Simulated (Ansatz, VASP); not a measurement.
# ZrCd2F6 in VASP and in Ansatz

File INCAR:

```
SYSTEM = ZrCd2F6
PREC = Accurate
ENCUT = 520
EDIFF = 1E-7
ISMEAR = 0
SIGMA = 0.2898
LREAL = .FALSE.
LASPH = .TRUE.
NELM = 60
ALGO = Normal
ISIF = 2
LWAVE = .FALSE.
LCHARG = .TRUE.
GGA = PE
LELF = .TRUE.
LVHAR = .TRUE.
NBANDS = 49
```

File KPOINTS:

```
Automatic mesh
0
G
  4 4 4
  0 0 0
```

File POSCAR:

```
ZrCd2F6
1.0
    2.9421610000      5.0959700000      0.0000000000
   -2.9421610000      5.0959700000      0.0000000000
    0.0000000000      0.0000000000      4.5991350000
Zr F Cd
1 6 2
Direct
    0.0000000000      0.0000000000      0.0000000000
    0.1600000000      0.6800000000      0.1980000000
    0.1600000000      0.1600000000      0.1980000000
    0.6800000000      0.1600000000      0.1980000000
    0.8400000000      0.3200000000      0.8020000000
    0.3200000000      0.8400000000      0.8020000000
    0.8400000000      0.8400000000      0.8020000000
    0.3333000000      0.3334000000      0.6920000000
    0.6667000000      0.6666000000      0.3080000000
```

Input for Ansatz:

```yaml
crystal:
  lattice:
    - [2.942161, 5.09597, 0.0]
    - [-2.942161, 5.09597, 0.0]
    - [0.0, 0.0, 4.599135]
  atoms:
    - { symbol: Zr, position: [0.0, 0.0, 0.0] }
    - { symbol: F, position: [0.16, 0.68, 0.198] }
    - { symbol: F, position: [0.16, 0.16, 0.198] }
    - { symbol: F, position: [0.68, 0.16, 0.198] }
    - { symbol: F, position: [0.84, 0.32, 0.802] }
    - { symbol: F, position: [0.32, 0.84, 0.802] }
    - { symbol: F, position: [0.84, 0.84, 0.802] }
    - { symbol: Cd, position: [0.3333, 0.3334, 0.692] }
    - { symbol: Cd, position: [0.6667, 0.6666, 0.308] }
  symmetry: { tolerance: 0.0003 }
kpoints:
  mp_grid: { grid: [4, 4, 4], shift: [0, 0, 0] }
magnetization:
  spin_polarized: false
scf:
  occupations: { method: gaussian, width: 0.2898 }
  eigensolver: { kind: davidson }
hamiltonian:
  pseudopotentials: { kind: paw }
  xc: pbe
basis:
  ecutwfc: 420
  precision: f64
output:
  forces: true
  stress: true
  eigenvalues: true
```

Alike in both runs: task single point; functional PBE; k mesh 4 × 4 × 4; occupations gaussian, width 0.2898 eV; no spin polarisation.

|  | VASP | Ansatz |
| --- | --- | --- |
| version | VASP 6.6.1 | Ansatz 0.2.0 |
| potentials or method | VASP PAW PBE potentials, release 64 (Zr_sv, F, Cd), cutoff 520 eV | PAW plane waves |
| valence electrons in the cell | 78 | 94 |

|  | VASP | Ansatz | Ansatz less VASP |
| --- | --- | --- | --- |
| gap on the k mesh at the Fermi level (eV) | none | none | - |
| pressure (GPa) | 22.6 | 22.1 | -0.51 |
| traceless stress, the component that is largest in VASP (GPa) | -3.18 | -2.95 | +0.232 |
| rms of the force components (eV/Å) | 2.475 | 2.396 | -0.0793 |

Atom by atom the forces differ by 0.080 eV/Å (rms over components). A gap of «none» marks a metal or a gap that the smearing closes. VASP's potentials hold 78 valence electrons a cell and Ansatz's 94, so a difference there can come from the potentials and not from the codes. Ansatz's warnings: structure snapped to symmetry.
